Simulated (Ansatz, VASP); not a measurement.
## One calculation of CeHf3O8, two programs

```
CELL_PARAMETERS angstrom
5.18983 0.00000 0.00000
0.00000 5.18983 0.00000
0.00000 0.00000 5.18983
ATOMIC_POSITIONS crystal
Ce 0.00000 0.00000 0.00000
Hf 0.50000 0.00000 0.50000
Hf 0.00000 0.50000 0.50000
Hf 0.50000 0.50000 0.00000
O 0.25708 0.25708 0.25708
O 0.74292 0.25708 0.74292
O 0.25708 0.74292 0.74292
O 0.74292 0.74292 0.25708
O 0.74292 0.74292 0.74292
O 0.25708 0.74292 0.25708
O 0.74292 0.25708 0.25708
O 0.25708 0.25708 0.74292
```

Alike in both runs: functional PBE; k mesh 4 × 4 × 4; occupations gaussian, width 0.1 eV; no spin polarisation.

Ansatz relaxed the structure, and its values are those at the end. VASP's run is a single point on that final structure, the one shown.

|  | VASP | Ansatz |
| --- | --- | --- |
| version | VASP 6.6.1 | Ansatz 0.2.0 |
| potentials or method | VASP PAW PBE potentials, release 64 (Ce, Hf_pv, O), cutoff 520 eV | scalar-relativistic, plane waves, PAW |
| valence electrons in the cell | 90 | 138 |

```csv
,VASP,Ansatz,Ansatz less VASP
gap on the k mesh at the Fermi level (eV),2.03,2.03,-0.004
least direct gap on the mesh (eV),2.07,2.11,+0.047
pressure (GPa),-2.5,-0.1,+2.43
rms of the force components (eV/Å),0.048,0.001,-0.0470
```

VASP's potentials hold 90 valence electrons a cell and Ansatz's 138, so a difference there can come from the potentials and not from the codes.

Spin-orbit coupling is off throughout.
